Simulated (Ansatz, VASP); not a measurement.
## Two plane-wave programs on Al2O

INCAR

```
ALGO     = Normal         # electronic algorithm
EDIFF    = 1E-6           # SCF threshold, eV
ENCUT    = 520            # plane-wave cutoff, eV
GGA      = PE             # functional
ISIF     = 2              # what is computed and relaxed
ISMEAR   = 0              # smearing method
ISPIN    = 2              # spin polarisation
LASPH    = T              # aspherical terms in the spheres
LCHARG   = T              # write CHGCAR
LELF     = T              # ELF
LORBIT   = 11             # projections on sites
LREAL    = F              # projectors in reciprocal space
LVHAR    = T            
LWAVE    = F              # write WAVECAR
MAGMOM   = 0 0 1          # initial moments
NBANDS   = 17             # bands
NELM     = 150            # most SCF steps
PREC     = Accurate       # precision mode
SIGMA    = 0.1            # smearing width, eV
```

File KPOINTS:

```
k-points
0
Gamma
  6 6 6
```

The input POSCAR:

```
Al2O
1.0
    0.0000000000      2.7696624500      3.9837538400
    2.1462966100      0.0000000000      3.9837538400
    2.1462966100      2.7696624500      0.0000000000
Al O
2 1
Direct
    0.5000000000      0.5000000000      0.0000000000
    0.0000000000      0.0000000000      0.5000000000
    0.0000000000      0.0000000000      0.0000000000
```

Input for Ansatz:

```yaml
crystal:
  lattice:
    - [0.0, 2.76966245, 3.98375384]
    - [2.14629661, 0.0, 3.98375384]
    - [2.14629661, 2.76966245, 0.0]
  atoms:
    - { symbol: Al, position: [0.5, 0.5, 0.0] }
    - { symbol: Al, position: [0.0, 0.0, 0.5] }
    - { symbol: O, position: [0.0, 0.0, 0.0], spin: 1.0 }
basis:
  ecutwfc: 420
kpoints:
  mp_grid: { grid: [6, 6, 6] }
hamiltonian:
  xc: pbe
scf:
  occupations: { method: gaussian, width: 0.1 }
  lower_state_search: "off"
output:
  forces: true
  stress: true
  eigenvalues: true
  populations: true
magnetization:
  spin_polarized: true
```

Alike in both runs: task single point; functional PBE; k mesh 6 × 6 × 6; occupations gaussian, width 0.1 eV; collinear spin.

```csv
,VASP,Ansatz
version,VASP 6.6.1,Ansatz 0.2.0
potentials or method,"VASP PAW PBE potentials, release 64 (Al, O), cutoff 520 eV","scalar-relativistic, plane waves, PAW"
valence electrons in the cell,12,12
```

|  | VASP | Ansatz | Ansatz less VASP |
| --- | --- | --- | --- |
| gap on the k mesh at the Fermi level (eV) | none | none | - |
| net moment per atom (μB) | 0.00 | 0.00 | 0.000 |

A gap of «none» marks a metal or a gap that the smearing closes. With one functional, cell and mesh, what is left measures potentials, basis and numerics. Ansatz's warnings: seeded moment not kept.
